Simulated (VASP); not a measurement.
MgO (Periclase), 2 atoms in the cell. The structure is tetragonal, space group I4/mmm (No. 139). The conventional cell has a = 2.973 Å, b = 2.973 Å, c = 4.428 Å, α = 90.00°, β = 90.00°, γ = 90.00°. Within 2.8 Å of Mg (site symmetry 4/mmm) lie 6 O at 2.10 to 2.21 Å. Within 2.8 Å of O (site symmetry 4/mmm) lie 6 Mg at 2.10 to 2.21 Å.  This cell differs from its parent crystal: uniaxial y strain +5.3%.

| Quantity | Value |
| --- | --- |
| Program | VASP 6.6.1 |
| Task | single point |
| Functional | r2SCAN |
| Potentials or basis | VASP PAW PBE potentials, release 64 (Mg_sv, O) |
| Cutoff | 660 eV |
| k mesh | 10 × 10 × 10 |
| Occupations | gaussian, width 0.01 eV |
| Spin | no spin polarisation |
| Dipole correction | no |
| Second run | valence_matched |
| Further INCAR settings | ALGO = Normal; EDIFF = 1e-06; NBANDS = 15 |

Potentials or basis: VASP PAW PBE potentials, release 64 (Mg_sv, O).

Launch:

```console
$ cat potpaw_PBE.64/Mg_sv/POTCAR potpaw_PBE.64/O/POTCAR > POTCAR
$ cp INCAR.step1 INCAR
$ mpirun -np 1 vasp_std > vasp.out
$ cp INCAR.step2 INCAR
$ mpirun -np 1 vasp_std > vasp.out
```

Hardware: 1 thread of Intel(R) Xeon(R) 6975P-C (Granite Rapids), on a shared host.

Problem. Estimate the wall time of this run.

Solution. It took 100 s on 1 thread of Intel(R) Xeon(R) 6975P-C (Granite Rapids), on a shared host, peak memory 0.18 GiB. Counts: k points 102.
